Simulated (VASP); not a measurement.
## Ba2C: single point with PBE

Ba2C:

```xyz
3
Lattice="0.0000 3.5843 3.5843 3.5843 0.0000 3.5843 3.5843 3.5843 0.0000" Properties=species:S:1:pos:R:3 pbc="T T T"
C     0.0000    0.0000    0.0000
Ba    1.7921    1.7921    1.7921
Ba    5.3765    5.3765    5.3765
```

```json
{"Program": "VASP 6.6.1", "Task": "single point", "Functional": "PBE", "Potentials or basis": "VASP PAW PBE potentials, release 64 (C_h, Ba_sv)", "Cutoff": "910 eV", "k mesh": "10 × 10 × 10", "Occupations": "fermi-dirac, width 0.15 eV", "Spin": "no spin polarisation", "Dipole correction": "no", "Further INCAR settings": "ALGO = Normal; EDIFF = 1e-06; NBANDS = 19"}
```

| Item | Value |
| --- | --- |
| Pressure | -0.5 GPa |
| Band gap on the k mesh | zero (bands 12 and 13 overlap by 0.06 eV) |

Levels at points of the mesh, in eV from the Fermi level:
```
           k point  band 8  band 9  band 10  band 11  band 12  band 13  band 14  band 15  band 16  band 17
(0.00, 0.00, 0.00)  -12.80   -8.10    -1.78    -1.78    -1.78    -0.05     0.30     0.30     4.22     4.22
(0.50, 0.00, 0.00)  -13.39   -7.62    -0.84    -0.73    -0.73     1.23     2.17     2.17     3.69     3.69
(0.50, 0.50, 0.00)  -12.47   -7.67    -1.64    -0.22     0.01     0.01     1.16     1.59     4.04     4.12
```

Run time: 3.5 min on 1 thread of Intel(R) Xeon(R) 6975P-C (Granite Rapids) (shared host), peak memory 0.42 GiB.

Caveat: the cutoff is under 1.25 times the usual one of these potentials, so pressure, stress and relaxed cells hold a basis-set (Pulay) error; spin-orbit coupling is left out, which moves the levels of the heavy elements.
